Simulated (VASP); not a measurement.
A run of VASP 6.6.1 is set up as follows.

Contents of INCAR:

```
SYSTEM = Be3N2
  ALGO = Normal
  EDIFF = 1E-7
  ENCUT = 520
  ISIF = 2
  ISMEAR = 0
  LASPH = .TRUE.
  LCHARG = .FALSE.
  LREAL = .FALSE.
  LWAVE = .FALSE.
  NBANDS = 16
  NELM = 80
  PREC = Accurate
  SIGMA = 0.05
```

Contents of KPOINTS:

```
k-points
0
G
  12 12 12
  0 0 0
```

The input POSCAR:

```
Be3N2
1.0
    1.3009110445      0.7510813418      5.7963364613
   -1.3009110445      0.7510813418      5.7963364613
    0.0000000000     -1.5021626835      5.7963364613
Be N
3 2
Direct
    0.8590010800      0.8590010800      0.8590010800
    0.3176945600      0.3176945600      0.3176945600
    0.0888067700      0.0888067700      0.0888067700
    0.2041626800      0.2041626800      0.2041626800
    0.7084349100      0.7084349100      0.7084349100
```

Potentials or basis: VASP PAW LDA potentials, release 64 (Be, N).

Command:

```bash
$ cat potpaw_LDA.64/Be/POTCAR potpaw_LDA.64/N/POTCAR > POTCAR
$ mpirun -np 1 vasp_std > vasp.out
```

Problem. What does it give for the pressure?

Solution. 12.3 GPa.

Problem. What does it give for the largest force?

Solution. 1.519 eV/Å.

Problem. What does it give for the band gap on the k mesh?

Solution. 0.68 eV, direct.

Forces on the atoms (eV/Å):
```
Be   0.000  0.000  1.519
Be   0.000  0.000  1.042
Be   0.000  0.000 -1.234
N    0.000  0.000 -0.482
N    0.000  0.000 -0.845
```

Caveat: forces of over 1 eV/Å act on the atoms, so gaps and moduli don't describe the material at rest. A k mesh can miss the band edges.
